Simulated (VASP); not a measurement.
# MoS2 (P6/mmm) in VASP: further runs, part 3 of 3

VASP 6.6.1.

## (4) Single point, r2SCAN+D3(BJ)

Input file POSCAR:

```
MoS2
1.0
    4.2222259261      0.0000000000      0.0000000000
   -2.1111129630      3.6565549125      0.0000000000
    0.0000000000      0.0000000000      2.8721784477
Mo S
1 2
Direct
    0.0000000000      0.0000000000      0.0000000000
    0.3333333333      0.6666666667      0.5000000000
    0.6666666667      0.3333333333      0.5000000000
```

Input file INCAR.step1:

```
  PREC = Accurate
  ENCUT = 520
  ISMEAR = -1
  SIGMA = 0.05
  LREAL = F
  LASPH = T
  NELM = 80
  NBANDS = 20
  GGA = PE
  ALGO = Normal
  EDIFF = 1E-4
  LWAVE = T
  LCHARG = F
```

Input file INCAR.step2:

```
  PREC = Accurate
  ENCUT = 520
  EDIFF = 1E-7
  ISMEAR = -1
  SIGMA = 0.05
  LREAL = F
  LASPH = T
  NELM = 80
  ALGO = Normal
  ISIF = 2
  LWAVE = F
  LCHARG = F
  METAGGA = R2SCAN
  LMIXTAU = T
  IVDW = 12
  VDW_S6 = 1.0
  VDW_S8 = 0.78981345
  VDW_A1 = 0.49484001
  VDW_A2 = 5.73083694
  NBANDS = 20
  ISTART = 1
```

Input file KPOINTS:

```
Automatic mesh
0
Gamma
  7 7 9
```

Potentials or basis: VASP PAW PBE potentials, release 64 (Mo_sv, S).

The run is started by

```console
cat potpaw_PBE.64/Mo_sv/POTCAR potpaw_PBE.64/S/POTCAR > POTCAR
cp INCAR.step1 INCAR
mpirun -np 1 vasp_std > vasp.out
cp INCAR.step2 INCAR
mpirun -np 1 vasp_std > vasp.out
```

OUTCAR:

```text
PREC = Accurate
   ENCUT = 520
   EDIFF = 1E-7
   ISMEAR = -1
   LREAL = F
   LASPH = T
   NELM = 80
   ISIF = 2
   METAGGA = R2SCAN
   IVDW = 12
   ISTART = 1
 IVDW          = 12

 ion  position               nearest neighbor table
   1  0.000  0.000  0.000-   2 2.83   3 2.83   2 2.83   3 2.83   2 2.83   2 2.83   3 2.83   3 2.83
                             3 2.83   3 2.83   2 2.83   2 2.83
   2  0.333  0.667  0.500-   3 2.44   3 2.44   3 2.44   1 2.83   1 2.83   1 2.83   1 2.83   1 2.83
                             1 2.83
   3  0.667  0.333  0.500-   2 2.44   2 2.44   2 2.44   1 2.83   1 2.83   1 2.83   1 2.83   1 2.83
                             1 2.83

  LATTYP: Found a hexagonal cell.
 ALAT       =     4.2222259261
 C/A-ratio  =     0.6802521935

  Lattice vectors:

 A1 = (   4.2222259261,   0.0000000000,   0.0000000000)
 A2 = (  -2.1111129630,   3.6565549125,   0.0000000000)
 A3 = (   0.0000000000,   0.0000000000,   2.8721784477)

Analysis of symmetry for initial positions (statically):
=====================================================================
 Subroutine PRICEL returns:
 Original cell was already a primitive cell.

 Routine SETGRP: Setting up the symmetry group for a
 hexagonal supercell.

 Subroutine GETGRP returns: Found 24 space group operations
 (whereof 24 operations were pure point group operations)
 out of a pool of 24 trial point group operations.

The static configuration has the point symmetry D_6h.

Analysis of symmetry for dynamics (positions and initial velocities):
=====================================================================
 Subroutine PRICEL returns:
 Original cell was already a primitive cell.

 Routine SETGRP: Setting up the symmetry group for a
 hexagonal supercell.

 Subroutine GETGRP returns: Found 24 space group operations
 (whereof 24 operations were pure point group operations)
 out of a pool of 24 trial point group operations.

The dynamic configuration has the point symmetry D_6h.

 Subroutine INISYM returns: Found 24 space group operations
 (whereof 24 operations are pure point group operations),
 and found     1 'primitive' translations

----------------------------------------------------------------------------------------

                                     Primitive cell

  volume of cell :      44.3430

  direct lattice vectors                    reciprocal lattice vectors
     4.222225926  0.000000000  0.000000000     0.236841897  0.136740733  0.000000000
    -2.111112963  3.656554912  0.000000000     0.000000000  0.273481467  0.000000000
     0.000000000  0.000000000  2.872178448     0.000000000  0.000000000  0.348167782

  length of vectors
     4.222225926  4.222225926  2.872178448     0.273481467  0.273481467  0.348167782

  position of ions in fractional coordinates (direct lattice)
     0.000000000  0.000000000  0.000000000
     0.333333333  0.666666667  0.500000000
     0.666666667  0.333333333  0.500000000

  ion indices of the primitive-cell ions
   primitive index   ion index
                 1           1
                 2           2
                 3           3

----------------------------------------------------------------------------------------

 KPOINTS: Automatic mesh

Automatic generation of k-mesh.
 Grid dimensions read from file:
 generate k-points for:    7    7    9

 Generating k-lattice:

  Cartesian coordinates                     Fractional coordinates (reciprocal lattice)
     0.033834557  0.019534390  0.000000000     0.142857143  0.000000000  0.000000000
     0.000000000  0.039068781  0.000000000     0.000000000  0.142857143  0.000000000
     0.000000000  0.000000000  0.038685309     0.000000000  0.000000000  0.111111111

  Length of vectors
     0.039068781  0.039068781  0.038685309

  Shift w.r.t. Gamma in fractional coordinates (k-lattice)
     0.000000000  0.000000000  0.000000000

 Subroutine IBZKPT returns following result:
 ===========================================

 Found     40 irreducible k-points:

 Following reciprocal coordinates:
            Coordinates               Weight
  0.000000  0.000000  0.000000      1.000000
  0.142857  0.000000  0.000000      6.000000
  0.285714  0.000000  0.000000      6.000000
  0.428571  0.000000  0.000000      6.000000
  0.142857  0.142857  0.000000      6.000000
  0.285714  0.142857  0.000000     12.000000
[... 16 lines left out ...]
  0.428571  0.142857  0.222222     12.000000
  0.285714  0.285714  0.222222     12.000000
 [... further k-points ...]
   k-points           NKPTS =     40   k-points in BZ     NKDIM =     40   number of bands    NBANDS=     20
   number of dos      NEDOS =    301   number of ions     NIONS =      3
   total plane-waves  NPLWV =  24576
   dimension x,y,z NGX =    32 NGY =   32 NGZ =   24
   dimension x,y,z NGXF=    64 NGYF=   64 NGZF=   48
   ions per type =               1   2
   NGX,Y,Z   is equivalent  to a cutoff of  12.60, 12.60, 13.89 a.u.
   NGXF,Y,Z  is equivalent  to a cutoff of  25.20, 25.20, 27.78 a.u.
 SYSTEM =  unknown system
   PREC   = accura    normal or accurate (medium, high low for compatibility)
   ISTART =      1    job   : 0-new  1-cont  2-samecut
   ICHARG =      0    charge: 1-file 2-atom 10-const
   ISPIN  =      1    spin polarized calculation?
   LNONCOLLINEAR =      F non collinear calculations
   LSORBIT =      F    spin-orbit coupling
   LASPH  =      T    aspherical Exc in radial PAW
   ENCUT  =  520.0 eV  38.22 Ry    6.18 a.u.   7.85  7.85  5.34*2*pi/ulx,y,z
   NELM   =     80;   NELMIN=  2; NELMDL=  0     # of ELM steps
   EDIFF  = 0.1E-06   stopping-criterion for ELM
   LREAL  =      F    real-space projection
   EDIFFG = 0.1E-05   stopping-criterion for IOM
   NSW    =      0    number of steps for IOM
   IBRION =     -1    ionic relax: 0-MD 1-quasi-New 2-CG
   NFREE  =      0    steps in history (QN), initial steepest desc. (CG)
   ISIF   =      2    stress and relaxation
   ISYM   =      2    0-nonsym 1-usesym 2-fastsym
   POTIM  = 0.5000    time-step for ionic-motion
   TEBEG  =    0.0;   TEEND  =   0.0 temperature during run
   PSTRESS=    0.0 pullay stress
   NELECT =      26.0000    total number of electrons
   NUPDOWN=      -1.0000    fix difference up-down
   EMIN   =  10.00;   EMAX   =-10.00  energy-range for DOS
[... 5 lines left out ...]
     AMIX     =   0.40;   BMIX     =  1.00
     AMIX_MAG =   1.60;   BMIX_MAG =  1.00
  volume/ion in A,a.u.               =      14.78        99.75
  Fermi-wavevector in a.u.,A,eV,Ry     =   1.370222  2.589344 25.545053  1.877508
  Thomas-Fermi vector in A             =   2.496028
   LORBIT       =      0    0 simple, 1 ext, 2 COOP (PROOUT), +10 PAW based schemes
   METAGGA = R2SCAN    functional components
   LHFCALC =     F    Hartree Fock is set to
   AEXX    =    0.0000 exact exchange contribution
   IVDW    =    12    specifies the selected vdW correction
   LEPSILON=     F    determine dielectric tensor
   LRPA    =     F    only Hartree local field effects (RPA)
 non-spin polarized calculation
  energy-cutoff  :      520.00
  volume of cell :       44.34
 maximum number of plane-waves:      1217
 NGX is ok and might be reduce to    32
   NGX = 15   NGY = 15   NGZ = 11

 number of electron      25.9999999 magnetization

 Free energy of the ion-electron system (eV)
  ---------------------------------------------------
  ext. energy  EPLUGINS =         0.00000000
  ---------------------------------------------------
  free energy    TOTEN  =       -39.30311632 eV

  energy without entropy =      -39.27489026  energy(sigma->0) =      -39.28900329

 E-fermi :  11.0350     XC(G=0): -13.0030

 val. band max:       11.0308049031   @ k =   0.4286   0.0000   0.4444
 cond. band min:      11.0358566428   @ k =   0.4286   0.1429   0.2222
 fundamental gap:      0.0050517397
 Fermi energy:        11.0350354918

 k-point     1 :       0.0000    0.0000    0.0000
  band No.  band energies     occupation
      1     -52.6153      2.00000
      2     -25.9994      2.00000
      3     -25.9994      2.00000
      4     -25.5948      2.00000
      5      -7.3962      2.00000
      6      -0.9095      2.00000
[... 12 lines left out ...]
     19      18.6805      0.00000
[... 513 lines left out ...]
      4     -25.8664      2.00000
      5      -4.9722      2.00000
      6      -4.0550      2.00000
[... 12 lines left out ...]
     19      17.8408      0.00000
     20      20.6422      0.00000

 [... further k-points ...]

------------------------ aborting loop because EDIFF is reached ----------------------------------------

 Edisp (eV)   -0.73409

 E8    (eV) :    -0.2301

  FORCE on cell =-STRESS in cart. coord.  units (eV):
  Direction    XX          YY          ZZ          XY          YZ          ZX
  --------------------------------------------------------------------------------------
  -------------------------------------------------------------------------------------
  Total      -0.30289    -0.30289    -0.40174    -0.00000    -0.00000     0.00000
  in kB     -10.94387   -10.94387   -14.51560    -0.00000    -0.00000     0.00000
  external pressure =      -12.13 kB  Pullay stress =        0.00 kB

 VOLUME and BASIS-vectors are now :
 -----------------------------------------------------------------------------
  energy-cutoff  :      520.00
  volume of cell :       44.34
      direct lattice vectors                 reciprocal lattice vectors
     4.222225926  0.000000000  0.000000000     0.236841897  0.136740733  0.000000000
    -2.111112963  3.656554912  0.000000000     0.000000000  0.273481467  0.000000000
     0.000000000  0.000000000  2.872178448     0.000000000  0.000000000  0.348167782

 POSITION                                       TOTAL-FORCE (eV/Angst)
 -----------------------------------------------------------------------------------
      0.00000      0.00000      0.00000        -0.000000      0.000000      0.000000
     -0.00000      2.43770      1.43609        -0.000000      0.000000      0.000000
      2.11111      1.21885      1.43609         0.000000      0.000000     -0.000000
 -----------------------------------------------------------------------------------
    total drift:                                0.000000     -0.000000      0.000000

  FREE ENERGIE OF THE ION-ELECTRON SYSTEM (eV)
  ---------------------------------------------------
  free  energy   TOTEN  =       -40.0372104630 eV

  energy  without entropy=      -40.0089844072  energy(sigma->0) =      -40.02309744
```

Run time: 2.1 min. Hardware: 1 thread of Intel Xeon Platinum 8488C (Sapphire Rapids), shared host; peak memory 0.19 GiB.

What came out:

```yaml
Free_energy: -40.0372 eV
Pressure: -1.2 GPa
Band_gap_on_the_k_mesh: zero (band 13 reaches 12.03 eV, above the bottom of band 14 at 9.25 eV)
Dispersion_energy_per_atom: -0.245 eV
```

Levels at points of the mesh, in eV from the Fermi level:
| k point | band 10 | band 11 | band 12 | band 13 | band 14 | band 15 | band 16 | band 17 |
| --- | --- | --- | --- | --- | --- | --- | --- | --- |
| (0.00, 0.00, 0.00) | -2.92 | -2.92 | -1.97 | 0.62 | 0.62 | 1.35 | 1.35 | 1.86 |

Caveat: three body term missing; the PAW data sets were made with another functional, which shifts forces and pressure a little; pairwise dispersion overbinds metals, which lowers pressure and volume.

## (5) Single point, r2SCAN+D3(BJ)

This run uses another cell than the first one, of 15.70 Å³/atom, 1.063 times its volume.

Input file POSCAR:

```
MoS2
1.0
    3.6700000000      0.0000000000      0.0000000000
   -1.8350000000      3.1783132319      0.0000000000
    0.0000000000      0.0000000000      4.0370000000
Mo S
1 2
Direct
    0.0000000000      0.0000000000      0.0000000000
    0.3333333333      0.6666666667      0.5000000000
    0.6666666667      0.3333333333      0.5000000000
```

Input file INCAR.step1:

```
PREC     = Accurate       # precision mode
ENCUT    = 520            # plane-wave cutoff, eV
ISMEAR   = -1             # smearing method
SIGMA    = 0.05           # smearing width, eV
LREAL    = False          # projectors in reciprocal space
LASPH    = True           # aspherical terms in the spheres
NELM     = 60             # most SCF steps
NBANDS   = 20             # bands
GGA      = PE             # functional
ALGO     = Normal         # electronic algorithm
EDIFF    = 1E-4           # SCF threshold, eV
LWAVE    = True           # write WAVECAR
LCHARG   = False          # write CHGCAR
```

Input file INCAR.step2:

```
PREC     = Accurate       # precision mode
ENCUT    = 520            # plane-wave cutoff, eV
EDIFF    = 1E-7           # SCF threshold, eV
ISMEAR   = -1             # smearing method
SIGMA    = 0.05           # smearing width, eV
LREAL    = False          # projectors in reciprocal space
LASPH    = True           # aspherical terms in the spheres
NELM     = 60             # most SCF steps
ALGO     = Normal         # electronic algorithm
ISIF     = 2              # what is computed and relaxed
LWAVE    = False          # write WAVECAR
LCHARG   = False          # write CHGCAR
METAGGA  = R2SCAN         # meta-GGA
LMIXTAU  = True         
IVDW     = 12             # dispersion correction
VDW_S6   = 1.0          
VDW_S8   = 0.78981345   
VDW_A1   = 0.49484001   
VDW_A2   = 5.73083694   
NBANDS   = 20             # bands
ISTART   = 1
```

Input file KPOINTS:

```
regular mesh
0
Gamma
  8 8 6
```

The run is started by

```console
cat potpaw_PBE.64/Mo_sv/POTCAR potpaw_PBE.64/S/POTCAR > POTCAR
cp INCAR.step1 INCAR
mpirun -np 1 vasp_std > vasp.out
cp INCAR.step2 INCAR
mpirun -np 1 vasp_std > vasp.out
```

Wall time 3 min (1 thread of Intel Xeon Platinum 8488C (Sapphire Rapids), shared host); peak memory 0.19 GiB.

The run converged. Its results:

* Free energy: -36.5002 eV
* Pressure: 4.7 GPa
* Band gap on the k mesh: zero (band 13 reaches 11.13 eV, above the bottom of band 14 at 9.30 eV)
* Dispersion energy per atom: -0.229 eV

Stress tensor (GPa, compression positive):
```
 17.02   0.00   0.00
  0.00  17.02   0.00
  0.00   0.00 -20.05
```

Levels at points of the mesh, in eV from the Fermi level:
```tsv
k point	band 11	band 12	band 13	band 14	band 15	band 16
(0.00, 0.00, 0.00)	-2.09	-2.09	-0.30	-0.30	-0.28	-0.28
(0.50, 0.00, 0.00)	-1.33	-1.02	0.21	0.43	1.64	2.34
(0.00, 0.00, 0.50)	-3.64	-1.42	-1.42	-0.96	-0.56	2.97
(0.50, 0.00, 0.50)	-0.31	0.17	0.51	0.56	1.41	3.40
```

Caveat: three body term missing; the PAW data sets were made with another functional, which shifts forces and pressure a little; pairwise dispersion overbinds metals, which lowers pressure and volume.

## (6) Overview

```csv
cell,k mesh,gap on the mesh (eV),pressure (GPa)
"a = 4.223, b = 4.223, c = 2.867 Å, angles 90.0, 90.0, 120.0°, 3 atoms",7 × 7 × 9,none,-1.0
"a = 4.222, b = 4.222, c = 2.872 Å, angles 90.0, 90.0, 120.0°, 3 atoms",8 × 8 × 6,none,-1.1
"a = 4.222, b = 4.222, c = 2.872 Å, angles 90.0, 90.0, 120.0°, 3 atoms",7 × 7 × 9,none,-1.2
"a = 3.670, b = 3.670, c = 4.037 Å, angles 90.0, 90.0, 120.0°, 3 atoms",8 × 8 × 6,none,4.7
```

Alike in all rows: task single point; level r2SCAN+D3(BJ); potentials or basis VASP PAW PBE potentials, release 64 (Mo_sv, S); no spin polarisation; cutoff (eV) 520; smearing fermi-dirac 0.05 eV.

Caveats: some runs use coarse meshes; three body term missing; the PAW data sets were made with another functional, which shifts forces and pressure a little; pairwise dispersion overbinds metals, which lowers pressure and volume.

Absolute energies hang on the potentials; compare differences alone.
